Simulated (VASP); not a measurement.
Mg: relaxation of shape and atoms at fixed volume with PBEsol

The system is Mg.

```
Mg
1.0
     2.85121    0.00000    0.00000
    -1.42561    2.46922    0.00000
     0.00000    0.00000    4.60439
Mg
2
Direct
  0.33333 0.66667 0.25000
  0.66667 0.33333 0.75000
```

This cell differs from its parent crystal: volume scaled by 0.720.

* Program: VASP 6.6.1
* Task: relaxation of shape and atoms at fixed volume
* Functional: PBEsol
* Potentials or basis: VASP PAW PBE potentials, release 64 (Mg)
* Cutoff: 600 eV
* k mesh: 18 × 18 × 10
* Occupations: gaussian, width 0.05 eV
* Spin: no spin polarisation
* Dipole correction: no
* Further INCAR settings: ALGO = Normal; EDIFF = 1e-07; IBRION = 2; EDIFFG = -0.01; NSW = 60; ISIF = 4

| Item | Value |
| --- | --- |
| Pressure after relaxing | 23.6 GPa |
| Band gap on the k mesh | zero (band 2 reaches 5.66 eV, above the bottom of band 3 at 3.50 eV) |

Final structure:
```
Mg
1.0
     2.85121    0.00000    0.00000
    -1.42561    2.46922    0.00000
     0.00000    0.00000    4.60439
Mg
2
Direct
  0.33333 0.66667 0.25000
  0.66667 0.33333 0.75000
```

Levels at points of the mesh, in eV from the Fermi level:
| k point | band 1 | band 2 | band 3 | band 4 | band 5 | band 6 |
| --- | --- | --- | --- | --- | --- | --- |
| (0.00, 0.00, 0.00) | -8.57 | -2.23 | -1.18 | 13.00 | 13.00 | 13.89 |
| (0.50, 0.00, 0.00) | -2.80 | -2.47 | 3.12 | 3.28 | 4.46 | 4.51 |
| (0.00, 0.00, 0.50) | -6.80 | -6.80 | 6.24 | 6.24 | 13.79 | 13.79 |
| (0.50, 0.00, 0.50) | -1.49 | -1.49 | -0.37 | -0.37 | 9.23 | 9.23 |

It took 48 s on 1 thread of AMD EPYC 7R13, with other jobs on the host, peak memory 0.17 GiB.

Caveat: the relaxation stopped at its first step, so nothing moved; the PAW data sets were made with another functional, which shifts forces and pressure a little.
